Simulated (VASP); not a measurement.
A run of VASP 6.6.1 is set up as follows.

POSCAR

```
MgS
1.0
    0.0000000000      2.6015179373      2.6015179373
    2.6015179373      0.0000000000      2.6015179373
    2.6015179373      2.6015179373      0.0000000000
Mg S
1 1
Direct
    0.0000000000      0.0000000000      0.0000000000
    0.5000000000      0.5000000000      0.5000000000
```

INCAR.step1

```
SYSTEM = MgS
ALGO     = Normal         ! electronic algorithm
EDIFF    = 1E-5           ! SCF threshold, eV
ENCUT    = 660            ! plane-wave cutoff, eV
GGA      = PE             ! functional
GGA_COMPAT= .False.      
ISMEAR   = 0              ! smearing method
LASPH    = .True.         ! aspherical terms in the spheres
LCHARG   = .False.        ! write CHGCAR
LREAL    = .False.        ! projectors in reciprocal space
LWAVE    = .True.         ! write WAVECAR
NBANDS   = 11             ! bands
NELM     = 120            ! most SCF steps
PREC     = Accurate       ! precision mode
SIGMA    = 0.01           ! smearing width, eV
```

The input INCAR.step2:

```
SYSTEM = MgS
ALGO     = Normal         ! electronic algorithm
EDIFF    = 1E-6           ! SCF threshold, eV
ENCUT    = 660            ! plane-wave cutoff, eV
GGA_COMPAT= .False.      
ISIF     = 2              ! what is computed and relaxed
ISMEAR   = 0              ! smearing method
ISTART   = 1            
LASPH    = .True.         ! aspherical terms in the spheres
LCHARG   = .True.         ! write CHGCAR
LELF     = .True.         ! ELF
LMIXTAU  = .True.       
LREAL    = .False.        ! projectors in reciprocal space
LVHAR    = .True.       
LWAVE    = .False.        ! write WAVECAR
METAGGA  = R2SCAN         ! meta-GGA
NBANDS   = 11             ! bands
NELM     = 120            ! most SCF steps
PREC     = Accurate       ! precision mode
SIGMA    = 0.01           ! smearing width, eV
```

Contents of KPOINTS:

```
k-points
0
Gamma
  4 4 4
  0 0 0
```

Potentials or basis: VASP PAW PBE potentials, release 64 (Mg, S).

The run is started by

```console
$ cat potpaw_PBE.64/Mg/POTCAR potpaw_PBE.64/S/POTCAR > POTCAR
$ cp INCAR.step1 INCAR
$ mpirun -np 1 vasp_std > vasp.out
$ cp INCAR.step2 INCAR
$ mpirun -np 1 vasp_std > vasp.out
```

Question: Estimate the pressure.

Answer: -0.1 GPa.

Question: Estimate the band gap on the k mesh.

Answer: 3.41 eV (least direct gap 4.61 eV).

Caveat: the k points lie up to 0.52 Å⁻¹ apart; the PAW data sets were made with another functional, which shifts forces and pressure a little. A k mesh can miss the band edges.
